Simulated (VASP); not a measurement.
# AlSn (P-6m2) in VASP: a series of runs, part 2 of 2

VASP 6.6.1. Earlier steps stand in the parts before.

## 3. Single point, LDA (volume scaled by 1.02)

INCAR reads:

```
PREC = Accurate
ENCUT = 520
EDIFF = 1E-7
ISMEAR = -1
SIGMA = 0.05
LREAL = False
LASPH = True
NELM = 80
ALGO = Fast
ISIF = 2
LWAVE = False
LCHARG = False
NBANDS = 16
```

KPOINTS reads:

```
regular mesh
0
Gamma
  7 7 8
```

POSCAR reads:

```
AlSn
1.0
    4.2259084499      0.0000000000      0.0000000000
   -2.1129542249      3.6597440716      0.0000000000
    0.0000000000      0.0000000000      3.3287472872
Sn Al
1 1
Direct
    0.3333333333      0.6666666667      0.5000000000
    0.0000000000      0.0000000000      0.0000000000
```

Potentials or basis: VASP PAW LDA potentials, release 64 (Sn_d, Al).

Launch:

```sh
> cat potpaw_LDA.64/Sn_d/POTCAR potpaw_LDA.64/Al/POTCAR > POTCAR
> mpirun -np 1 vasp_std > vasp.out
```

OUTCAR:

```text
PREC = Accurate
   ENCUT = 520
   EDIFF = 1E-7
   ISMEAR = -1
   LREAL = False
   LASPH = True
   NELM = 80
   ISIF = 2

 ion  position               nearest neighbor table
   1  0.333  0.667  0.500-   2 2.95   2 2.95   2 2.95   2 2.95   2 2.95   2 2.95
   2  0.000  0.000  0.000-   1 2.95   1 2.95   1 2.95   1 2.95   1 2.95   1 2.95

  LATTYP: Found a hexagonal cell.
 ALAT       =     4.2259084499
 C/A-ratio  =     0.7876998110

  Lattice vectors:

 A1 = (   4.2259084499,   0.0000000000,   0.0000000000)
 A2 = (  -2.1129542249,   3.6597440716,   0.0000000000)
 A3 = (   0.0000000000,   0.0000000000,   3.3287472872)

Analysis of symmetry for initial positions (statically):
=====================================================================
 Subroutine PRICEL returns:
 Original cell was already a primitive cell.

 Routine SETGRP: Setting up the symmetry group for a
 hexagonal supercell.

 Subroutine GETGRP returns: Found 12 space group operations
 (whereof 12 operations were pure point group operations)
 out of a pool of 24 trial point group operations.

The static configuration has the point symmetry D_3h.

Analysis of symmetry for dynamics (positions and initial velocities):
=====================================================================
 Subroutine PRICEL returns:
 Original cell was already a primitive cell.

 Routine SETGRP: Setting up the symmetry group for a
 hexagonal supercell.

 Subroutine GETGRP returns: Found 12 space group operations
 (whereof 12 operations were pure point group operations)
 out of a pool of 24 trial point group operations.

The dynamic configuration has the point symmetry D_3h.

 Subroutine INISYM returns: Found 12 space group operations
 (whereof 12 operations are pure point group operations),
 and found     1 'primitive' translations

----------------------------------------------------------------------------------------

                                     Primitive cell

[... 110 lines left out ...]
     AMIX_MAG =   1.60;   BMIX_MAG =  1.00
  volume/ion in A,a.u.               =      25.74       173.71
  Fermi-wavevector in a.u.,A,eV,Ry     =   1.131550  2.138320 17.420988  1.280406
  Thomas-Fermi vector in A             =   2.268250
   LORBIT       =      0    0 simple, 1 ext, 2 COOP (PROOUT), +10 PAW based schemes
   GGA     = CA    functional components
   LHFCALC =     F    Hartree Fock is set to
   AEXX    =    0.0000 exact exchange contribution
   IVDW    =     0    specifies the selected vdW correction
   LEPSILON=     F    determine dielectric tensor
   LRPA    =     F    only Hartree local field effects (RPA)
 non-spin polarized calculation
 RMM-DIIS sequential band-by-band and
  energy-cutoff  :      520.00
  volume of cell :       51.48
 maximum number of plane-waves:      1416
 NGX is ok and might be reduce to    32
   NGX = 15   NGY = 15   NGZ = 13

 number of electron      17.0000000 magnetization

 Free energy of the ion-electron system (eV)
  ---------------------------------------------------
  ext. energy  EPLUGINS =         0.00000000
  ---------------------------------------------------
  free energy    TOTEN  =        -8.27961405 eV

  energy without entropy =       -8.27600196  energy(sigma->0) =       -8.27780800

 E-fermi :   5.9695     XC(G=0):  -9.6844

 val. band max:        5.8725292466   @ k =   0.2857   0.2857   0.2500
 cond. band min:       6.0074438167   @ k =   0.0000   0.0000   0.1250
 fundamental gap:      0.1349145701
 Fermi energy:         5.9695241751

 k-point     1 :       0.0000    0.0000    0.0000
  band No.  band energies     occupation
      1     -15.2684      2.00000
      2     -15.1683      2.00000
      3     -15.1683      2.00000
      4     -15.1502      2.00000
      5     -15.1502      2.00000
      6      -4.3440      2.00000
[... 433 lines left out ...]
      3     -15.1742      2.00000
      4     -15.1595      2.00000
      5     -15.1516      2.00000
      6      -1.5210      2.00000
[... 8 lines left out ...]
     15      18.0386      0.00000
     16      18.0843      0.00000

 [... further k-points ...]

------------------------ aborting loop because EDIFF is reached ----------------------------------------

  FORCE on cell =-STRESS in cart. coord.  units (eV):
  Direction    XX          YY          ZZ          XY          YZ          ZX
  --------------------------------------------------------------------------------------
  -------------------------------------------------------------------------------------
  Total       -1.2083693     -1.2083693     -1.3086548     -0.0000000     -0.0000000      0.0000000
  in kB      -37.6061289    -37.6061289    -40.7271550     -0.0000000     -0.0000000      0.0000000
  external PRESSURE =     -38.6464709 kB  Pullay stress =       0.0000000 kB

 VOLUME and BASIS-vectors are now :
 -----------------------------------------------------------------------------
  energy-cutoff  :      520.00
  volume of cell :       51.48
      direct lattice vectors                 reciprocal lattice vectors
     4.225908450  0.000000000  0.000000000     0.236635510  0.136621575  0.000000000
    -2.112954225  3.659744072  0.000000000     0.000000000  0.273243150  0.000000000
     0.000000000  0.000000000  3.328747287     0.000000000  0.000000000  0.300413313

 POSITION                                       TOTAL-FORCE (eV/Angst)
 -----------------------------------------------------------------------------------
     -0.00000      2.43983      1.66437         0.000000     -0.000000      0.000000
      0.00000      0.00000      0.00000        -0.000000      0.000000      0.000000
 -----------------------------------------------------------------------------------
    total drift:                               -0.000000      0.000000     -0.000000

  FREE ENERGIE OF THE ION-ELECTRON SYSTEM (eV)
  ---------------------------------------------------
  free  energy   TOTEN  =        -8.2796140490 eV

  energy  without entropy=       -8.2760019587  energy(sigma->0) =       -8.27780800
```

OSZICAR:

```text
N       E                     dE             d eps       ncg     rms          rms(c)
DAV:   1     0.980334159806E+02    0.98033E+02   -0.77972E+03  1296   0.125E+03
DAV:   2     0.122141603989E+00   -0.97911E+02   -0.93823E+02  1408   0.330E+02
DAV:   3    -0.812048611409E+01   -0.82426E+01   -0.81860E+01  1632   0.769E+01
DAV:   4    -0.832911270065E+01   -0.20863E+00   -0.20860E+00  1552   0.133E+01
DAV:   5    -0.833776979249E+01   -0.86571E-02   -0.86569E-02  1856   0.263E+00    0.220E+00
RMM:   6    -0.829877354727E+01    0.38996E-01   -0.17058E-02  1541   0.141E+00    0.127E+00
RMM:   7    -0.827955350972E+01    0.19220E-01   -0.24676E-02  1551   0.150E+00    0.131E-01
RMM:   8    -0.827951426740E+01    0.39242E-04   -0.33085E-03  1840   0.611E-01    0.599E-02
RMM:   9    -0.827960320307E+01   -0.88936E-04   -0.95385E-04  2032   0.246E-01    0.343E-02
RMM:  10    -0.827961042429E+01   -0.72212E-05   -0.10928E-04  1881   0.112E-01    0.145E-02
RMM:  11    -0.827961361688E+01   -0.31926E-05   -0.48932E-05  2135   0.574E-02    0.135E-03
RMM:  12    -0.827961401218E+01   -0.39531E-06   -0.41540E-06  2033   0.158E-02    0.130E-03
RMM:  13    -0.827961404903E+01   -0.36849E-07   -0.54093E-07  1472   0.624E-03
   1 F= -.82796140E+01 E0= -.82778080E+01  d E =-.361209E-02
```

Wall time 18 s (1 thread of Intel Xeon 6975P-C, shared host); peak memory 0.16 GiB.

Results:

* Free energy: -8.2796 eV
* Pressure: -3.9 GPa

Stress tensor (GPa, compression positive):
```
-3.76  0.00  0.00
 0.00 -3.76  0.00
 0.00  0.00 -4.07
```

Caveat: spin-orbit coupling is left out, which moves the levels of the heavy elements.
